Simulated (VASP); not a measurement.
A run of VASP 6.6.1 is set up as follows.

Contents of INCAR:

```
SYSTEM = Ag
PREC = Accurate
ENCUT = 520
EDIFF = 1E-7
ISMEAR = -1
SIGMA = 0.1
LREAL = .FALSE.
LASPH = .TRUE.
NELM = 100
ALGO = Normal
ISIF = 2
LWAVE = .FALSE.
LCHARG = .TRUE.
GGA = RE
LELF = .TRUE.
LVHAR = .TRUE.
NBANDS = 12
```

KPOINTS

```
Automatic mesh
0
G
  18 18 18
  0 0 0
```

File POSCAR:

```
Ag
1.0
    2.8226229930      0.0000000000      0.0000000000
    0.0000000000      2.8226229930      0.0000000000
    0.0000000000      0.0000000000      2.8226229930
Ag
1
Direct
    0.0000000000      0.0000000000      0.0000000000
```

Potentials or basis: VASP PAW PBE potentials, release 64 (Ag).

Run with:

```console
$ cat potpaw_PBE.64/Ag/POTCAR > POTCAR
$ mpirun -np 1 vasp_std > vasp.out
```

(1) Predict the pressure.

(2) Estimate the band gap on the k mesh.

Answers

(1) -2.1 GPa.

(2) zero (an odd number of electrons rules out a gap without spin polarisation).

Caveat: the PAW data sets were made with another functional, which shifts forces and pressure a little.
